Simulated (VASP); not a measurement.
# Sr6Ti6H2O19 in VASP: single point with PBE

Aim: the single point of Sr6Ti6H2O19 with PBE.

Everything below comes from runs of VASP 6.6.1. Logs are shortened: lines on timing, memory, paths and dates and some standing lists are left out, and cuts for length are marked.

## Step 1: The cell of the first run

The cell holds a slab with vacuum, 33 atoms: a = 5.533 Å, b = 7.825 Å, c = 17.917 Å, α = 90.00°, β = 90.00°, γ = 90.00°.

## Step 2: Single point, PBE

File INCAR:

```
  PREC = Accurate
  ENCUT = 520
  EDIFF = 1E-6
  ISMEAR = 0
  SIGMA = 0.05
  LREAL = Auto
  LASPH = T
  NELM = 120
  ALGO = Normal
  ISIF = 2
  LWAVE = F
  LCHARG = T
  GGA = PE
  LELF = T
  LVHAR = T
  NBANDS = 146
  GGA_COMPAT = F
  NELMDL = -8
```

File KPOINTS:

```
regular mesh
0
Gamma
  3 2 1
```

File POSCAR:

```
Sr6Ti6H2O19
1.0
    5.5333950000      0.0000000000      0.0000000000
    0.0000000000      7.8254030000      0.0000000000
    0.0000000000      0.0000000000     17.9167440000
Sr Ti O H
6 6 19 2
Direct
    0.0000000000      0.0000000000      0.0558137126
    0.5022462701      0.0048695256      0.2383176876
    0.0897833970      0.0094443698      0.4176013789
    0.0000000000      0.4999999361      0.0558137126
    0.4822800469      0.5042914723      0.2446666649
    0.1255999255      0.5107379134      0.4709332231
    0.5000000904      0.2500000319      0.0558137126
    0.9989445901      0.2539961201      0.2310055890
    0.5878504968      0.2608126380      0.4006956844
    0.5000000904      0.7499999681      0.0558137126
    1.0000027108      0.7548963293      0.2308269293
    0.5858737719      0.7531920081      0.3992518395
    0.2500000452      0.2500000319      0.1330235561
    0.5000000904      0.0000000000      0.0558137126
    0.7499999548      0.2500000319      0.1330235561
    0.7340641686      0.2593883024      0.2887109399
    0.9906393814      0.0018781141      0.2007119151
    0.2389930594      0.2378211065      0.2950960286
    0.3584996191      0.2330043577      0.4718629680
    0.5754591892      0.0071927286      0.3768640106
    0.8555510677      0.2692499032      0.4516911108
    0.2500000452      0.7499999681      0.1330235561
    0.5000000904      0.4999999361      0.0558137126
    0.7499999548      0.7499999681      0.1330235561
    0.7361055916      0.7496448426      0.2890017851
    1.0130614207      0.5019644356      0.2038228040
    0.2421473616      0.7694597965      0.2942809252
    0.3494977315      0.7797967721      0.4669279195
    0.5134377719      0.5057775299      0.3825280977
    0.8481425960      0.7491076178      0.4542828764
    0.3030954776      0.3835315574      0.5998086483
    0.3503686254      0.3008855902      0.5583698132
    0.1953934248      0.3187665862      0.6316384830
```

Potentials or basis: VASP PAW PBE potentials, release 64 (Sr_sv, Ti_sv, O, H).

Started as:

```console
cat potpaw_PBE.64/Sr_sv/POTCAR potpaw_PBE.64/Ti_sv/POTCAR potpaw_PBE.64/O/POTCAR potpaw_PBE.64/H/POTCAR > POTCAR
mpirun -np 1 vasp_std > vasp.out
```

OUTCAR:

```text
PREC = Accurate
   ENCUT = 520
   EDIFF = 1E-6
   ISMEAR = 0
   LREAL = Auto
   LASPH = T
   NELM = 120
   ISIF = 2
   GGA = PE
   NELMDL = -8

 ion  position               nearest neighbor table
   1  0.000  0.000  0.056-  17 2.60  14 2.77  14 2.77  15 2.77  13 2.77  22 2.77  24 2.77   7 3.39
                            10 3.39  10 3.39   7 3.39  11 3.68   8 3.72   4 3.91   4 3.91   2 4.28
   2  0.502  0.005  0.238-  20 2.52  16 2.54  27 2.54  18 2.55  25 2.55  17 2.79  17 2.91  15 3.02
                            13 3.03  24 3.07  22 3.08  14 3.27   8 3.37  11 3.38  11 3.40   8 3.40
   3  0.090  0.009  0.418-  28 2.46  21 2.49  19 2.49  30 2.52  20 2.78  20 2.94  18 2.95  27 3.02
                             9 3.40  12 3.42   9 3.42  12 3.45   8 3.88  11 3.93   2 3.94   6 4.02
   4  0.000  0.500  0.056-  26 2.65  23 2.77  13 2.77  15 2.77  23 2.77  24 2.77  22 2.77   7 3.39
                            10 3.39   7 3.39  10 3.39   8 3.68  11 3.72   1 3.91   1 3.91   5 4.31
   5  0.482  0.504  0.245-  29 2.48  16 2.50  25 2.51  27 2.62  18 2.64  26 2.70  26 3.03  22 3.06
                            13 3.10  24 3.15  15 3.19  11 3.32   8 3.32  23 3.39   9 3.43  12 3.43
   6  0.126  0.511  0.471-  21 2.43  30 2.43  28 2.44  19 2.53  32 2.59  29 2.67  31 2.70  12 3.43
                             9 3.46  12 3.76   9 3.78   3 4.02   3 4.04   5 4.51
   7  0.500  0.250  0.056-  23 1.96  15 1.96  13 1.96  14 1.96   4 3.39   1 3.39   4 3.39   1 3.39
                             2 3.79   5 3.93
   8  0.999  0.254  0.231-  18 1.76  16 1.79  26 2.00  17 2.05  15 2.23  13 2.24   5 3.32   2 3.37
                             2 3.40   5 3.47   4 3.68   1 3.72   3 3.88
   9  0.588  0.261  0.401-  21 1.74  19 1.81  29 1.99  20 2.03  16 2.16   3 3.40   3 3.42   5 3.43
                             6 3.46   2 3.56   6 3.78
  10  0.500  0.750  0.056-  24 1.96  22 1.96  14 1.96  23 1.96   1 3.39   4 3.39   1 3.39   4 3.39
                             2 3.83   5 3.89
  11  0.000  0.755  0.231-  27 1.76  25 1.79  17 2.01  26 2.04  22 2.23  24 2.23   5 3.32   2 3.38
                             2 3.40   5 3.48   1 3.68   4 3.72   3 3.93
  12  0.586  0.753  0.399-  30 1.75  28 1.80  29 2.00  20 2.03  25 2.14   3 3.42   6 3.43   5 3.43
                             3 3.45   2 3.52   6 3.76
  13  0.250  0.250  0.133-   7 1.96   8 2.24   4 2.77   1 2.77   2 3.03   5 3.10
  14  0.500  0.000  0.056-   7 1.96  10 1.96   1 2.77   1 2.77   2 3.27
  15  0.750  0.250  0.133-   7 1.96   8 2.23   4 2.77   1 2.77   2 3.02   5 3.19
  16  0.734  0.259  0.289-   8 1.79   9 2.16   5 2.50   2 2.54
  17  0.991  0.002  0.201-  11 2.01   8 2.05   1 2.60   2 2.79   2 2.91
  18  0.239  0.238  0.295-   8 1.76   2 2.55   5 2.64   3 2.95
  19  0.358  0.233  0.472-   9 1.81   3 2.49   6 2.53
  20  0.575  0.007  0.377-  12 2.03   9 2.03   2 2.52   3 2.78   3 2.94
  21  0.856  0.269  0.452-   9 1.74   6 2.43   3 2.49
  22  0.250  0.750  0.133-  10 1.96  11 2.23   1 2.77   4 2.77   5 3.06   2 3.08
  23  0.500  0.500  0.056-   7 1.96  10 1.96   4 2.77   4 2.77   5 3.39
  24  0.750  0.750  0.133-  10 1.96  11 2.23   1 2.77   4 2.77   2 3.07   5 3.15
  25  0.736  0.750  0.289-  11 1.79  12 2.14   5 2.51   2 2.55
  26  0.013  0.502  0.204-   8 2.00  11 2.04   4 2.65   5 2.70   5 3.03
  27  0.242  0.769  0.294-  11 1.76   2 2.54   5 2.62   3 3.02
  28  0.349  0.780  0.467-  12 1.80   6 2.44   3 2.46
  29  0.513  0.506  0.383-   9 1.99  12 2.00   5 2.48   6 2.67
  30  0.848  0.749  0.454-  12 1.75   6 2.43   3 2.52
  31  0.303  0.384  0.600-  33 0.97  32 1.02   6 2.70
  32  0.350  0.301  0.558-  31 1.02   6 2.59
  33  0.195  0.319  0.632-  31 0.97

  LATTYP: Found a simple orthorhombic cell.
 ALAT       =     5.5333950000
 B/A-ratio  =     1.4142136970
 C/A-ratio  =     3.2379296978

  Lattice vectors:

 A1 = (   5.5333950000,   0.0000000000,   0.0000000000)
 A2 = (   0.0000000000,   7.8254030000,   0.0000000000)
 A3 = (   0.0000000000,   0.0000000000,  17.9167440000)

Analysis of symmetry for initial positions (statically):
=====================================================================
 Subroutine PRICEL returns:
 Original cell was already a primitive cell.

 Routine SETGRP: Setting up the symmetry group for a
 simple orthorhombic supercell.

 Subroutine GETGRP returns: Found  1 space group operations
 (whereof  1 operations were pure point group operations)
 out of a pool of  8 trial point group operations.

The static configuration has the point symmetry C_1 .

Analysis of symmetry for dynamics (positions and initial velocities):
=====================================================================
 Subroutine PRICEL returns:
 Original cell was already a primitive cell.

 Routine SETGRP: Setting up the symmetry group for a
 simple orthorhombic supercell.

 Subroutine GETGRP returns: Found  1 space group operations
 (whereof  1 operations were pure point group operations)
 out of a pool of  8 trial point group operations.

The dynamic configuration has the point symmetry C_1 .

 Subroutine INISYM returns: Found  1 space group operations
 (whereof  1 operations are pure point group operations),
[... 100 lines left out ...]
     0.000000000  0.000000000  0.055813713     0.000000000  0.000000000  1.000000000

  Length of vectors
     0.060240293  0.063894473  0.055813713

  Shift w.r.t. Gamma in fractional coordinates (k-lattice)
     0.000000000  0.000000000  0.000000000

 Subroutine IBZKPT returns following result:
 ===========================================

 Found      4 irreducible k-points:

 Following reciprocal coordinates:
            Coordinates               Weight
  0.000000  0.000000  0.000000      1.000000
  0.333333  0.000000  0.000000      2.000000
  0.000000  0.500000  0.000000      1.000000
  0.333333  0.500000  0.000000      2.000000
   k-points           NKPTS =      4   k-points in BZ     NKDIM =      4   number of bands    NBANDS=    146
   number of dos      NEDOS =    301   number of ions     NIONS =     33
   total plane-waves  NPLWV = 352800
   dimension x,y,z NGX =    42 NGY =   60 NGZ =  140
   dimension x,y,z NGXF=    84 NGYF=  120 NGZF=  280
   ions per type =               6   6  19   2
   NGX,Y,Z   is equivalent  to a cutoff of  12.62, 12.75, 12.99 a.u.
   NGXF,Y,Z  is equivalent  to a cutoff of  25.24, 25.49, 25.98 a.u.
 SYSTEM =  unknown system
   PREC   = accura    normal or accurate (medium, high low for compatibility)
   ISTART =      0    job   : 0-new  1-cont  2-samecut
   ICHARG =      2    charge: 1-file 2-atom 10-const
   ISPIN  =      1    spin polarized calculation?
   LNONCOLLINEAR =      F non collinear calculations
   LSORBIT =      F    spin-orbit coupling
   LASPH  =      T    aspherical Exc in radial PAW
   ENCUT  =  520.0 eV  38.22 Ry    6.18 a.u.  10.29 14.55 33.31*2*pi/ulx,y,z
   NELM   =    120;   NELMIN=  2; NELMDL= -8     # of ELM steps
   EDIFF  = 0.1E-05   stopping-criterion for ELM
   LREAL  =      T    real-space projection
   EDIFFG = 0.1E-04   stopping-criterion for IOM
   NSW    =      0    number of steps for IOM
   IBRION =     -1    ionic relax: 0-MD 1-quasi-New 2-CG
   NFREE  =      0    steps in history (QN), initial steepest desc. (CG)
   ISIF   =      2    stress and relaxation
   ISYM   =      2    0-nonsym 1-usesym 2-fastsym
   POTIM  = 0.5000    time-step for ionic-motion
   TEBEG  =    0.0;   TEEND  =   0.0 temperature during run
   PSTRESS=    0.0 pullay stress
   NELECT =     248.0000    total number of electrons
   NUPDOWN=      -1.0000    fix difference up-down
   EMIN   =  10.00;   EMAX   =-10.00  energy-range for DOS
   EFERMI =   0.00;   METHOD = LEGACY
   ISMEAR =     0;   SIGMA  =   0.05  broadening in eV -4-tet -1-fermi 0-gaus
   EFERMI_NEDOS =   21; number of points for ismear=-14 and -15
   IALGO  =     38    algorithm
   IMIX   =      4    mixing-type and parameters
     AMIX     =   0.40;   BMIX     =  1.00
     AMIX_MAG =   1.60;   BMIX_MAG =  1.00
  volume/ion in A,a.u.               =      23.51       158.65
  Fermi-wavevector in a.u.,A,eV,Ry     =   1.119368  2.115299 17.047893  1.252985
  Thomas-Fermi vector in A             =   2.256006
   LORBIT       =      0    0 simple, 1 ext, 2 COOP (PROOUT), +10 PAW based schemes
   GGA     = PE    functional components
   LHFCALC =     F    Hartree Fock is set to
   AEXX    =    0.0000 exact exchange contribution
   IVDW    =     0    specifies the selected vdW correction
   LEPSILON=     F    determine dielectric tensor
   LRPA    =     F    only Hartree local field effects (RPA)
 non-spin polarized calculation
 Gauss-broadening in eV      SIGMA  =   0.05
  energy-cutoff  :      520.00
  volume of cell :      775.81
 maximum number of plane-waves:     20910
 NGX is ok and might be reduce to    42
   NGX = 21   NGY = 29   NGZ = 67

 number of electron     247.9999992 magnetization

 Free energy of the ion-electron system (eV)
  ---------------------------------------------------
  ext. energy  EPLUGINS =         0.00000000
  ---------------------------------------------------
  free energy    TOTEN  =      -241.00347336 eV

  energy without entropy =     -240.96476293  energy(sigma->0) =     -240.98411815

 E-fermi :  -0.0633     XC(G=0):  -6.6698

 val. band max:       -0.0647108850   @ k =   0.0000   0.0000   0.0000
 cond. band min:      -0.0563005165   @ k =   0.3333   0.0000   0.0000
 fundamental gap:      0.0084103685
 Fermi energy:        -0.0633453307

 k-point     1 :       0.0000    0.0000    0.0000
  band No.  band energies     occupation
      1     -58.4085      2.00000
      2     -58.4053      2.00000
      3     -56.1478      2.00000
      4     -56.1326      2.00000
      5     -55.4483      2.00000
      6     -55.4419      2.00000
[... 545 lines left out ...]
    135       2.6283      0.00000
    136       2.6434      0.00000
 [bands above 136 left out]

------------------------ aborting loop because EDIFF is reached ----------------------------------------

  FORCE on cell =-STRESS in cart. coord.  units (eV):
  Direction    XX          YY          ZZ          XY          YZ          ZX
  --------------------------------------------------------------------------------------
  -------------------------------------------------------------------------------------
  Total        7.5628875     -2.6004314    -22.4878749     -0.2446058     -0.9457168      0.2564915
  in kB       15.6185512     -5.3702996    -46.4409959     -0.5051495     -1.9530538      0.5296953
  external PRESSURE =     -12.0642481 kB  Pullay stress =       0.0000000 kB

 VOLUME and BASIS-vectors are now :
 -----------------------------------------------------------------------------
  energy-cutoff  :      520.00
  volume of cell :      775.81
      direct lattice vectors                 reciprocal lattice vectors
     5.533395000  0.000000000  0.000000000     0.180720878  0.000000000  0.000000000
     0.000000000  7.825403000  0.000000000     0.000000000  0.127788946  0.000000000
     0.000000000  0.000000000 17.916744000     0.000000000  0.000000000  0.055813713

 POSITION                                       TOTAL-FORCE (eV/Angst)
 -----------------------------------------------------------------------------------
      0.00000      0.00000      1.00000        -0.030047      0.014361      3.016699
      2.77913      0.03811      4.26988         0.001190     -0.006652     -0.058998
      0.49681      0.07391      7.48206        -0.002737     -0.008899     -0.025881
      0.00000      3.91270      1.00000        -0.004774      0.008069      3.043811
      2.66865      3.94628      4.38363        -0.004147     -0.003432     -0.055693
      0.69499      3.99673      8.43759         0.012637      0.003455      0.029791
[... 25 lines left out ...]
      1.93873      2.35455     10.00417         0.041640     -0.051089     -0.079079
      1.08119      2.49448     11.31691        -0.114802     -0.077645      0.071288
 -----------------------------------------------------------------------------------
    total drift:                                0.011879     -0.017392      0.002928

  FREE ENERGIE OF THE ION-ELECTRON SYSTEM (eV)
  ---------------------------------------------------
  free  energy   TOTEN  =      -241.0034733626 eV

  energy  without entropy=     -240.9647629307  energy(sigma->0) =     -240.98411815
```

Wall time 51 min (1 thread of Intel Xeon 8259CL, shared host); peak memory 0.91 GiB.

What came out:

| Property | Result |
| --- | --- |
| Free energy | -241.0035 eV |
| Largest force | 7.687 eV/Å |
| Band gap on the k mesh | zero (bands 124 and 125 overlap by 0.03 eV) |

Forces on the atoms (eV/Å):
```
Sr  -0.030  0.014  3.017
Sr   0.001 -0.007 -0.059
Sr  -0.003 -0.009 -0.026
Sr  -0.005  0.008  3.044
Sr  -0.004 -0.003 -0.056
Sr   0.013  0.003  0.030
Ti   0.056  0.071  7.672
Ti  -0.005 -0.027 -0.147
Ti  -0.046 -0.024 -0.131
Ti   0.058 -0.031  7.686
Ti  -0.008 -0.035 -0.131
Ti  -0.021 -0.007 -0.123
O    1.556 -0.029 -3.899
O   -0.004 -0.007 -2.602
O   -1.633  0.131 -4.186
O   -0.040  0.004  0.077
O   -0.004  0.018 -0.001
O    0.072 -0.004  0.098
O   -0.006 -0.024  0.087
O    0.021  0.003  0.015
O    0.079  0.007  0.080
O    1.555  0.072 -3.921
O   -0.020  0.000 -2.649
O   -1.632 -0.099 -4.182
O   -0.044  0.002  0.068
O   -0.006  0.018  0.003
O    0.072  0.007  0.097
O   -0.017  0.024  0.079
O    0.006  0.001  0.022
O    0.076  0.004  0.077
O    0.036  0.046 -0.030
H    0.042 -0.051 -0.079
H   -0.115 -0.078  0.071
```

Caveat: the k points lie up to 0.40 Å⁻¹ apart; there is no dipole correction, which matters where the two faces differ; semilocal functionals often make such compounds metallic where correlation or magnetic order opens a gap, which also shifts bond lengths.
